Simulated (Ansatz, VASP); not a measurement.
# Two plane-wave programs on Al2GaP3

Contents of INCAR:

```
SYSTEM = Al2GaP3
  PREC = Accurate
  ENCUT = 500
  EDIFF = 1E-6
  ISMEAR = 0
  SIGMA = 0.02
  LREAL = .False.
  LASPH = .True.
  NELM = 120
  ALGO = Normal
  ISIF = 2
  LWAVE = .False.
  LCHARG = .False.
  GGA = CA
  NBANDS = 26
  GGA_COMPAT = .False.
```

KPOINTS

```
Automatic mesh
0
Gamma
  10 10 10
  0 0 0
```

The input POSCAR:

```
Al2GaP3
1.0
   -1.9475160000      1.9475160000      8.2571738000
    1.9475160000     -1.9475160000      8.2571738000
    1.9475160000      1.9475160000     -8.2571738000
Al Ga P
2 1 3
Direct
    0.6666770000      0.6666770000      0.0000000000
    0.3333230000      0.3333230000      0.0000000000
    0.0000000000      0.0000000000      0.0000000000
    0.4162950000      0.9162950000      0.5000000000
    0.0837050000      0.5837050000      0.5000000000
    0.7500000000      0.2500000000      0.5000000000
```

Input for Ansatz:

```yaml
crystal:
  lattice:
    - [-1.947516, 1.947516, 8.2571738]
    - [1.947516, -1.947516, 8.2571738]
    - [1.947516, 1.947516, -8.2571738]
  atoms:
    - { symbol: Al, position: [0.666677, 0.666677, 0.0] }
    - { symbol: Al, position: [0.333323, 0.333323, 0.0] }
    - { symbol: Ga, position: [0.0, 0.0, 0.0] }
    - { symbol: P, position: [0.416295, 0.916295, 0.5] }
    - { symbol: P, position: [0.083705, 0.583705, 0.5] }
    - { symbol: P, position: [0.75, 0.25, 0.5] }
basis:
  ecutwfc: 420
kpoints:
  mp_grid: { grid: [10, 10, 10] }
  band_path:
    path:
      - [[0.0, 0.0, 0.0], [0.0, 0.0, 0.5], [0.25, 0.25, 0.25], [0.0, 0.5, 0.0], [0.0, 0.0, 0.0], [0.5, 0.5, -0.5], [0.26390718, 0.73609282, -0.26390718]]
      - [[-0.26390718, 0.26390718, 0.26390718], [0.0, 0.0, 0.0]]
      - [[0.0, 0.0, 0.5], [-0.02781437, 0.02781437, 0.5]]
      - [[0.5, 0.5, -0.02781437], [0.5, 0.5, -0.5]]
    npoints: 14
hamiltonian:
  xc: lda
scf:
  occupations: { method: gaussian, width: 0.02 }
  n_extra_bands: 15
output:
  forces: true
  stress: true
  eigenvalues: true
  populations: true
  dos: { projected: true, de: 0.02, nscf_kmesh: { grid: [15, 15, 15] } }
  bader: true
  write_density: true
  write_potential: true
  elf: true
  volumetric_format: npy
```

Alike in both runs: task single point; functional LDA; k mesh 10 × 10 × 10; occupations gaussian, width 0.02 eV; no spin polarisation.

|  | VASP | Ansatz |
| --- | --- | --- |
| version | VASP 6.6.1 | Ansatz 0.2.0 |
| potentials or method | VASP PAW LDA potentials, release 64 (Al, Ga_d, P), cutoff 500 eV | scalar-relativistic, plane waves, PAW |
| valence electrons in the cell | 34 | 34 |

|  | VASP | Ansatz | Ansatz less VASP |
| --- | --- | --- | --- |
| gap on the k mesh at the Fermi level (eV) | 1.50 | 1.50 | +0.003 |
| least direct gap on the mesh (eV) | 1.70 | 1.69 | -0.003 |
| pressure (GPa) | -3.8 | -3.9 | -0.04 |
| rms of the force components (eV/Å) | 0.041 | 0.043 | +0.0011 |

LDA's correlation is that of Perdew and Zunger in VASP and of Perdew and Wang (1992) in Ansatz. Atom by atom the forces differ by 0.001 eV/Å (rms over components).
